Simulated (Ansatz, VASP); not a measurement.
**C: VASP beside Ansatz**

```
C
1.0
     1.18091   -1.99102    0.00000
     1.18091    1.99102    0.00000
     0.00000    0.00000    6.89941
C
4
Direct
  0.08332 0.91668 0.74984
  0.58332 0.41668 0.25016
  0.91668 0.08332 0.25016
  0.41668 0.58332 0.74984
```

Change from the starting cell: volume 8.111 Å^3 an atom, stretch along a over the lengths across it, relative to the relaxed cell 1.0271.

Alike in both runs: task single point; functional PBEsol; k mesh 21 × 21 × 6; occupations gaussian, width 0.15 eV; no spin polarisation.

```csv
,VASP,Ansatz
version,VASP 6.6.1,Ansatz 0.2.0
potentials or method,"VASP PAW PBE potentials, release 64 (C), cutoff 520 eV","scalar-relativistic, plane waves, PAW"
valence electrons in the cell,16,16
```

|  | VASP | Ansatz | Ansatz less VASP |
| --- | --- | --- | --- |
| gap on the k mesh at the Fermi level (eV) | 0.04 | 0.04 | 0.000 |
| least direct gap on the mesh (eV) | 0.04 | 0.04 | 0.000 |
| rms of the force components (eV/Å) | 0.465 | 0.461 | -0.0039 |

VASP's potentials were made for PBE, not for PBEsol, and Ansatz warns of the same on its side. Atom by atom the forces differ by 0.004 eV/Å (rms over components).
